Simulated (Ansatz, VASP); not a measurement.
**CdO: VASP beside Ansatz**

```
Cd O
1.0
     0.00000    2.37630    2.37630
     2.37630    0.00000    2.37630
     2.37630    2.37630    0.00000
Cd O
1 1
Cartesian
  0.0000 0.0000 0.0000
  2.3763 2.3763 2.3763
```

Alike in both runs: task single point; functional r2SCAN; k mesh 8 × 8 × 8; occupations fermi-dirac, width 0.02 eV; no spin polarisation.

|  | VASP | Ansatz |
| --- | --- | --- |
| version | VASP 6.6.1 | Ansatz 0.2.0 |
| potentials or method | VASP PAW PBE potentials, release 64 (Cd, O) | plane waves, PAW |
| plane-wave cutoff (eV) | 660 | 500 |
| valence electrons in the cell | 18 | 26 |

```tsv
	VASP	Ansatz	Ansatz less VASP
pressure (GPa)	-2.8	-4.1	-1.31
```

VASP's potentials were made for PBE, not for r2SCAN. VASP's potentials hold 18 valence electrons a cell and Ansatz's 26, so a difference there can come from the potentials and not from the codes.
